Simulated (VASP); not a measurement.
# Mn (Im-3m) in VASP: further runs

The runs below take Mn through single point, with r2SCAN.

All numbers are computed with VASP 6.6.1; they aren't measurements. Logs are shortened: lines on timing, memory, paths and dates and some standing lists are left out, and cuts for length are marked.

## (1) The cell of the first run

Symmetry: Im-3m, No. 229, cubic system. The conventional cell has a = 2.790 Å, b = 2.790 Å, c = 2.790 Å, α = 90.00°, β = 90.00°, γ = 90.00°. Within 3.2 Å of Mn (site symmetry m-3m) lie 14 Mn at 2.42 to 2.79 Å.

This isn't the form of Mn at room conditions, which is a 58-atom cubic cell.

## (2) Single point, r2SCAN

The input, POSCAR:

```
Mn
1.0
   -1.3948927939      1.3948927939      1.3948927939
    1.3948927939     -1.3948927939      1.3948927939
    1.3948927939      1.3948927939     -1.3948927939
Mn
1
Direct
    0.0000000000      0.0000000000      0.0000000000
```

The input, INCAR.step1:

```
  PREC = Accurate
  ENCUT = 520
  ISMEAR = 0
  SIGMA = 0.05
  LREAL = False
  LASPH = True
  NELM = 100
  NBANDS = 12
  GGA = PE
  ALGO = Normal
  EDIFF = 1E-4
  LWAVE = True
  LCHARG = False
```

The input, INCAR.step2:

```
  PREC = Accurate
  ENCUT = 520
  EDIFF = 1E-6
  ISMEAR = 0
  SIGMA = 0.05
  LREAL = False
  LASPH = True
  NELM = 100
  ALGO = Normal
  ISIF = 2
  LWAVE = False
  LCHARG = True
  METAGGA = R2SCAN
  LMIXTAU = True
  LELF = True
  LVHAR = True
  NBANDS = 12
  ISTART = 1
```

The input, KPOINTS:

```
Automatic mesh
0
Gamma
  20 20 20
```

Potentials or basis: VASP PAW PBE potentials, release 64 (Mn_pv).

Started as:

```bash
$ cat potpaw_PBE.64/Mn_pv/POTCAR > POTCAR
$ cp INCAR.step1 INCAR
$ mpirun -np 1 vasp_std > vasp.out
$ cp INCAR.step2 INCAR
$ mpirun -np 1 vasp_std > vasp.out
```

OUTCAR:

```text
PREC = Accurate
   ENCUT = 520
   EDIFF = 1E-6
   ISMEAR = 0
   LREAL = False
   LASPH = True
   NELM = 100
   ISIF = 2
   METAGGA = R2SCAN
   ISTART = 1

 ion  position               nearest neighbor table
   1  0.000  0.000  0.000-

  LATTYP: Found a body centered cubic cell.
 ALAT       =     2.7897855878

  Lattice vectors:

 A1 = (  -1.3948927939,   1.3948927939,   1.3948927939)
 A2 = (   1.3948927939,  -1.3948927939,   1.3948927939)
 A3 = (   1.3948927939,   1.3948927939,  -1.3948927939)

Analysis of symmetry for initial positions (statically):
=====================================================================
 Subroutine PRICEL returns:
 Original cell was already a primitive cell.

 Routine SETGRP: Setting up the symmetry group for a
 body centered cubic supercell.

 Subroutine GETGRP returns: Found 48 space group operations
 (whereof 48 operations were pure point group operations)
 out of a pool of 48 trial point group operations.

The static configuration has the point symmetry O_h .

Analysis of symmetry for dynamics (positions and initial velocities):
=====================================================================
 Subroutine PRICEL returns:
 Original cell was already a primitive cell.

 Routine SETGRP: Setting up the symmetry group for a
 body centered cubic supercell.

 Subroutine GETGRP returns: Found 48 space group operations
 (whereof 48 operations were pure point group operations)
 out of a pool of 48 trial point group operations.

The dynamic configuration has the point symmetry O_h .

 Subroutine INISYM returns: Found 48 space group operations
 (whereof 48 operations are pure point group operations),
 and found     1 'primitive' translations

----------------------------------------------------------------------------------------

                                     Primitive cell

  volume of cell :      10.8563

  direct lattice vectors                    reciprocal lattice vectors
    -1.394892794  1.394892794  1.394892794     0.000000000  0.358450486  0.358450486
     1.394892794 -1.394892794  1.394892794     0.358450486  0.000000000  0.358450486
     1.394892794  1.394892794 -1.394892794     0.358450486  0.358450486  0.000000000

  length of vectors
     2.416025190  2.416025190  2.416025190     0.506925539  0.506925539  0.506925539

  position of ions in fractional coordinates (direct lattice)
     0.000000000  0.000000000  0.000000000

  ion indices of the primitive-cell ions
   primitive index   ion index
[... 74 lines left out ...]
   LREAL  =      F    real-space projection
[... 7 lines left out ...]
   TEBEG  =    0.0;   TEEND  =   0.0 temperature during run
   PSTRESS=    0.0 pullay stress
   NELECT =      13.0000    total number of electrons
   NUPDOWN=      -1.0000    fix difference up-down
   EMIN   =  10.00;   EMAX   =-10.00  energy-range for DOS
   EFERMI =   0.00;   METHOD = LEGACY
   ISMEAR =     0;   SIGMA  =   0.05  broadening in eV -4-tet -1-fermi 0-gaus
   EFERMI_NEDOS =   21; number of points for ismear=-14 and -15
   IALGO  =     38    algorithm
   IMIX   =      4    mixing-type and parameters
     AMIX     =   0.40;   BMIX     =  1.00
     AMIX_MAG =   1.60;   BMIX_MAG =  1.00
  volume/ion in A,a.u.               =      10.86        73.26
  Fermi-wavevector in a.u.,A,eV,Ry     =   1.738448  3.285191 41.119563  3.022203
  Thomas-Fermi vector in A             =   2.811479
   LORBIT       =      0    0 simple, 1 ext, 2 COOP (PROOUT), +10 PAW based schemes
   METAGGA = R2SCAN    functional components
   LHFCALC =     F    Hartree Fock is set to
   AEXX    =    0.0000 exact exchange contribution
   IVDW    =     0    specifies the selected vdW correction
   LEPSILON=     F    determine dielectric tensor
   LRPA    =     F    only Hartree local field effects (RPA)
 non-spin polarized calculation
 Gauss-broadening in eV      SIGMA  =   0.05
  energy-cutoff  :      520.00
  volume of cell :       10.86
 maximum number of plane-waves:       321
 NGX is ok and might be reduce to    18

 number of electron      13.0000006 magnetization

 Free energy of the ion-electron system (eV)
  ---------------------------------------------------
  ext. energy  EPLUGINS =         0.00000000
  ---------------------------------------------------
  free energy    TOTEN  =       -14.21704914 eV

  energy without entropy =      -14.21481801  energy(sigma->0) =      -14.21593358

 E-fermi :  10.6494     XC(G=0): -15.3402

 val. band max:       10.6443484264   @ k =  -0.2500   0.3000   0.2000
 cond. band min:      10.6501758845   @ k =  -0.4000   0.4000   0.1000
 fundamental gap:      0.0058274581
 Fermi energy:        10.6493980542

 k-point     1 :       0.0000    0.0000    0.0000
  band No.  band energies     occupation
      1     -39.2275      2.00000
      2     -39.2274      2.00000
      3     -39.2274      2.00000
      4       1.4467      2.00000
      5       8.8701      2.00000
      6       8.8703      2.00000
      7       8.8703      2.00000
      8      11.1132      0.00000
      9      11.1132      0.00000
     10      35.0662      0.00000
     11      35.0664      0.00000
     12      35.0664      0.00000
[... 331 lines left out ...]
 k-point    24 :       0.2500    0.1000    0.0000
  band No.  band energies     occupation
      1     -39.7457      2.00000
      2     -39.3963      2.00000
      3     -39.2557      2.00000
      4       4.9516      2.00000
      5       7.8696      2.00000
      6       8.4072      2.00000
      7      10.6793      0.39758
      8      11.2842      0.00000
      9      11.5253      0.00000
     10      26.0020      0.00000
     11      29.9275      0.00000
     12      34.5253      0.00000

 [... further k-points ...]

------------------------ aborting loop because EDIFF is reached ----------------------------------------

  FORCE on cell =-STRESS in cart. coord.  units (eV):
  Direction    XX          YY          ZZ          XY          YZ          ZX
  --------------------------------------------------------------------------------------
  -------------------------------------------------------------------------------------
  Total       -0.6439858     -0.6439858     -0.6439858     -0.0000000     -0.0000000      0.0000000
  in kB      -95.0395555    -95.0395555    -95.0395555     -0.0000000     -0.0000000      0.0000000
  external PRESSURE =     -95.0395555 kB  Pullay stress =       0.0000000 kB

 VOLUME and BASIS-vectors are now :
 -----------------------------------------------------------------------------
  energy-cutoff  :      520.00
  volume of cell :       10.86
      direct lattice vectors                 reciprocal lattice vectors
    -1.394892794  1.394892794  1.394892794     0.000000000  0.358450486  0.358450486
     1.394892794 -1.394892794  1.394892794     0.358450486  0.000000000  0.358450486
     1.394892794  1.394892794 -1.394892794     0.358450486  0.358450486  0.000000000

 POSITION                                       TOTAL-FORCE (eV/Angst)
 -----------------------------------------------------------------------------------
      0.00000      0.00000      0.00000         0.000000     -0.000000     -0.000000
 -----------------------------------------------------------------------------------
    total drift:                                0.000000      0.000000      0.000000

  FREE ENERGIE OF THE ION-ELECTRON SYSTEM (eV)
  ---------------------------------------------------
  free  energy   TOTEN  =       -14.2170491404 eV

  energy  without entropy=      -14.2148180104  energy(sigma->0) =      -14.21593358
```

OUTCAR.step1:

```text
PREC = Accurate
   ENCUT = 520
   ISMEAR = 0
   LREAL = False
   LASPH = True
   NELM = 100
[... 575 lines left out ...]

 POSITION                                       TOTAL-FORCE (eV/Angst)
 -----------------------------------------------------------------------------------
      0.00000      0.00000      0.00000         0.000000      0.000000     -0.000000
 -----------------------------------------------------------------------------------
    total drift:                                0.000000      0.000000      0.000000

  FREE ENERGIE OF THE ION-ELECTRON SYSTEM (eV)
  ---------------------------------------------------
  free  energy   TOTEN  =        -8.8398301197 eV

  energy  without entropy=       -8.8369644753  energy(sigma->0) =       -8.83839730
```

OSZICAR.step1:

```text
N       E                     dE             d eps       ncg     rms          rms(c)
DAV:   1     0.792710945451E+02    0.79271E+02   -0.78425E+03  6252   0.140E+03
DAV:   2    -0.911672586568E+01   -0.88388E+02   -0.84865E+02  6276   0.317E+02
DAV:   3    -0.105201557213E+02   -0.14034E+01   -0.13972E+01  6652   0.466E+01
DAV:   4    -0.105287271665E+02   -0.85714E-02   -0.85711E-02  6664   0.354E+00
DAV:   5    -0.105288354699E+02   -0.10830E-03   -0.10830E-03  6632   0.396E-01    0.133E+01
DAV:   6    -0.889543263008E+01    0.16334E+01   -0.45947E+00  6276   0.426E+01    0.184E+00
DAV:   7    -0.885121131920E+01    0.44221E-01   -0.15682E-01  6400   0.731E+00    0.919E-01
DAV:   8    -0.884029326615E+01    0.10918E-01   -0.48207E-03  6712   0.116E+00    0.233E-01
DAV:   9    -0.883983647579E+01    0.45679E-03   -0.15584E-03  6292   0.737E-01    0.291E-02
DAV:  10    -0.883983011968E+01    0.63561E-05   -0.14840E-05  3268   0.528E-02
   1 F= -.88398301E+01 E0= -.88383973E+01  d E =-.286564E-02
```

It took 41 s on 1 thread of Intel Xeon 6975P-C (Granite Rapids), shared host; peak memory 0.14 GiB.

Results:

| Item | Value |
| --- | --- |
| Free energy | -14.2170 eV |
| Pressure | -9.5 GPa |
| Band gap on the k mesh | zero (an odd number of electrons rules out a gap without spin polarisation) |

Caveat: the cell stands under tension; the PAW data sets were made with another functional, which shifts forces and pressure a little; the run has no spin polarisation, though such a crystal can be magnetic. Spin polarisation is off, so any magnetic state and its effect on volume and gap are missing.

## (3) Single point, r2SCAN, collinear spin, ferromagnetic start (10.86 Å³/atom)

POSCAR is that of step 2.

The input, INCAR.step1:

```
ALGO     = Normal         # electronic algorithm
EDIFF    = 1E-4           # SCF threshold, eV
ENCUT    = 520            # plane-wave cutoff, eV
GGA      = PE             # functional
ISMEAR   = 0              # smearing method
ISPIN    = 2              # spin polarisation
LASPH    = True           # aspherical terms in the spheres
LCHARG   = False          # write CHGCAR
LMAXMIX  = 4              # l up to which the mixer works
LREAL    = False          # projectors in reciprocal space
LWAVE    = True           # write WAVECAR
MAGMOM   = 1.22           # initial moments
NBANDS   = 16             # bands
NELM     = 150            # most SCF steps
PREC     = Accurate       # precision mode
SIGMA    = 0.05           # smearing width, eV
```

The input, INCAR.step2:

```
ALGO     = Normal         # electronic algorithm
EDIFF    = 1E-6           # SCF threshold, eV
ENCUT    = 520            # plane-wave cutoff, eV
ISIF     = 2              # what is computed and relaxed
ISMEAR   = 0              # smearing method
ISPIN    = 2              # spin polarisation
ISTART   = 1            
LASPH    = True           # aspherical terms in the spheres
LCHARG   = True           # write CHGCAR
LELF     = True           # ELF
LMAXMIX  = 4              # l up to which the mixer works
LMIXTAU  = True         
LORBIT   = 11             # projections on sites
LREAL    = False          # projectors in reciprocal space
LVHAR    = True         
LWAVE    = False          # write WAVECAR
MAGMOM   = 1.22           # initial moments
METAGGA  = R2SCAN         # meta-GGA
NBANDS   = 16             # bands
NELM     = 150            # most SCF steps
PREC     = Accurate       # precision mode
SIGMA    = 0.05           # smearing width, eV
```

The input, KPOINTS:

```
k-points
0
Gamma
  20 20 20
```

Potentials or basis: VASP PAW PBE potentials, release 64 (Mn_pv).

Started as:

```bash
$ cat potpaw_PBE.64/Mn_pv/POTCAR > POTCAR
$ cp INCAR.step1 INCAR
$ mpirun -np 1 vasp_std > vasp.out
$ cp INCAR.step2 INCAR
$ mpirun -np 1 vasp_std > vasp.out
```

Run time: 2.1 min. Hardware: 1 thread of Intel Xeon 6975P-C (Granite Rapids), shared host; peak memory 0.18 GiB.

The run converged. Its results:

* Free energy: -14.3119 eV
* Pressure: -1.5 GPa
* Net moment: 1.08 μB per cell
* Site moments: Mn +1.11 μB
* Valence electrons inside the program's atomic spheres: Mn 11.98

Levels at points of the mesh, in eV from the Fermi level:
Spin up:
```
           k point  band 4  band 5  band 6  band 7  band 8  band 9  band 10  band 11
(0.00, 0.00, 0.00)   -8.71   -1.88   -1.88   -1.88   -0.16   -0.16    24.80    24.80
(0.50, 0.00, 0.00)   -5.17   -3.31   -0.10    0.13    0.89    1.62     9.43    18.79
(0.50, 0.50, 0.50)   -5.13   -5.13    1.26    1.26    1.26   11.14    11.14    11.14
```
Spin down:
```
           k point  band 2  band 3  band 4  band 5  band 6  band 7  band 8  band 9  band 10  band 11
(0.00, 0.00, 0.00)  -48.50  -48.50   -9.00   -0.68   -0.68   -0.68    1.97    1.97    24.70    24.70
(0.50, 0.00, 0.00)  -48.75  -48.50   -4.48   -2.29    0.66    1.77    2.30    3.02    10.36    18.91
(0.50, 0.50, 0.50)  -49.06  -49.06   -3.93   -3.93    2.64    2.64    2.64   11.25    11.25    11.25
```

Caveat: the PAW data sets were made with another functional, which shifts forces and pressure a little.

## (4) Single point, r2SCAN, collinear spin, ferromagnetic start

POSCAR is that of step 3.

The input, INCAR.step1:

```
SYSTEM = Mn
ALGO = Normal ; EDIFF = 1E-4
ENCUT = 520 ; GGA = PE
ISMEAR = 0 ; ISPIN = 2
LASPH = .True. ; LCHARG = .False.
LMAXMIX = 4 ; LREAL = .False.
LWAVE = .True. ; MAGMOM = 0.5
NBANDS = 16 ; NELM = 150
PREC = Accurate ; SIGMA = 0.05
```

The input, INCAR.step2:

```
SYSTEM = Mn
ALGO = Normal ; EDIFF = 1E-6
ENCUT = 520 ; ISIF = 2
ISMEAR = 0 ; ISPIN = 2
ISTART = 1 ; LASPH = .True.
LCHARG = .True. ; LELF = .True.
LMAXMIX = 4 ; LMIXTAU = .True.
LORBIT = 11 ; LREAL = .False.
LVHAR = .True. ; LWAVE = .False.
MAGMOM = 0.5 ; METAGGA = R2SCAN
NBANDS = 16 ; NELM = 150
PREC = Accurate ; SIGMA = 0.05
```

The input, KPOINTS:

```
k-points
0
Gamma
  20 20 20
  0 0 0
```

Started as:

```bash
$ cat potpaw_PBE.64/Mn_pv/POTCAR > POTCAR
$ cp INCAR.step1 INCAR
$ mpirun -np 1 vasp_std > vasp.out
$ cp INCAR.step2 INCAR
$ mpirun -np 1 vasp_std > vasp.out
```

Wall time 4.3 min (1 thread of Intel Xeon 6975P-C (Granite Rapids), shared host); peak memory 0.18 GiB.

It converged, with:

```
Free energy                                           : -14.2171 eV
Pressure                                              : -9.5 GPa
Net moment                                            : 0.00 μB per cell
Valence electrons inside the program's atomic spheres : Mn 11.97
```

Levels at points of the mesh, in eV from the Fermi level:
Spin up:
```tsv
k point	band 3	band 4	band 5	band 6	band 7	band 8	band 9	band 10
(0.00, 0.00, 0.00)	-49.88	-9.20	-1.78	-1.78	-1.78	0.46	0.46	24.42
(0.50, 0.00, 0.00)	-49.88	-5.22	-3.27	0.37	0.42	0.77	1.78	9.44
(0.50, 0.50, 0.50)	-50.41	-4.90	-4.90	1.42	1.42	1.42	10.84	10.84
```
Spin down:
| k point | band 3 | band 4 | band 5 | band 6 | band 7 | band 8 | band 9 | band 10 |
| --- | --- | --- | --- | --- | --- | --- | --- | --- |
| (0.00, 0.00, 0.00) | -49.88 | -9.20 | -1.78 | -1.78 | -1.78 | 0.46 | 0.46 | 24.42 |
| (0.50, 0.00, 0.00) | -49.88 | -5.22 | -3.27 | 0.37 | 0.42 | 0.77 | 1.78 | 9.44 |
| (0.50, 0.50, 0.50) | -50.41 | -4.90 | -4.90 | 1.42 | 1.42 | 1.42 | 10.84 | 10.84 |

Caveat: the cell stands under tension; the PAW data sets were made with another functional, which shifts forces and pressure a little.

## (5) Single point, r2SCAN, collinear spin, antiferromagnetic start

This run uses another cell than the first one: it holds 2 atoms, not 1.

The input, POSCAR:

```
Mn
1.0
    0.0000000000      2.7897855878      0.0000000000
    2.7897855878      0.0000000000      0.0000000000
    2.7897855878      2.7897855878     -2.7897855878
Mn
2
Direct
    0.0000000000      0.0000000000      0.0000000000
    0.0000000000      0.0000000000      0.5000000000
```

The input, INCAR.step1:

```
PREC = Accurate
ENCUT = 520
ISMEAR = 0
SIGMA = 0.05
LREAL = False
LASPH = True
NELM = 150
ISPIN = 2
MAGMOM = 3.5 -3.5
LMAXMIX = 4
NBANDS = 24
GGA = PE
ALGO = Normal
EDIFF = 1E-4
LWAVE = True
LCHARG = False
```

The input, INCAR.step2:

```
PREC = Accurate
ENCUT = 520
EDIFF = 1E-6
ISMEAR = 0
SIGMA = 0.05
LREAL = False
LASPH = True
NELM = 150
ALGO = Normal
ISIF = 2
LWAVE = False
LCHARG = False
ISPIN = 2
MAGMOM = 3.5 -3.5
LORBIT = 11
LMAXMIX = 4
METAGGA = R2SCAN
LMIXTAU = True
NBANDS = 24
ISTART = 1
```

The input, KPOINTS:

```
Automatic mesh
0
Gamma
  20 20 10
```

Started as:

```bash
$ cat potpaw_PBE.64/Mn_pv/POTCAR > POTCAR
$ cp INCAR.step1 INCAR
$ mpirun -np 1 vasp_std > vasp.out
$ cp INCAR.step2 INCAR
$ mpirun -np 1 vasp_std > vasp.out
```

Run time: 14 min. Hardware: 1 thread of Intel Xeon 6975P-C (Granite Rapids), shared host; peak memory 0.26 GiB.

Results (log left out):

| Quantity | Value |
| --- | --- |
| Free energy | -28.4337 eV |
| Pressure | -9.5 GPa |
| Band gap on the k mesh | zero (filled and empty bands overlap) |
| Net moment | 0.00 μB per cell |
| Valence electrons inside the program's atomic spheres | Mn 11.97 |

Levels at points of the mesh, in eV from the Fermi level:
Spin up:
| k point | band 10 | band 11 | band 12 | band 13 | band 14 | band 15 |
| --- | --- | --- | --- | --- | --- | --- |
| (0.00, 0.00, 0.00) | -1.78 | -1.78 | -1.78 | 0.46 | 0.46 | 1.42 |
| (0.50, 0.00, 0.00) | -3.27 | 0.37 | 0.37 | 0.42 | 0.42 | 0.77 |
| (0.00, 0.00, 0.50) | -2.37 | -1.28 | -1.28 | -1.28 | -1.28 | -0.25 |
| (0.50, 0.50, 0.50) | -3.20 | -3.20 | -3.20 | 0.82 | 0.82 | 0.83 |
Spin down:
```tsv
k point	band 9	band 10	band 11	band 12	band 13	band 14	band 15	band 16
(0.00, 0.00, 0.00)	-4.90	-1.78	-1.78	-1.78	0.46	0.46	1.42	1.42
(0.50, 0.00, 0.00)	-3.27	-3.27	0.37	0.37	0.42	0.42	0.77	0.77
(0.00, 0.00, 0.50)	-2.37	-2.37	-1.28	-1.28	-1.28	-1.28	-0.25	-0.24
(0.50, 0.50, 0.50)	-3.20	-3.20	-3.20	-3.20	0.82	0.82	0.83	0.83
```

Caveat: the cell stands under tension; the PAW data sets were made with another functional, which shifts forces and pressure a little.
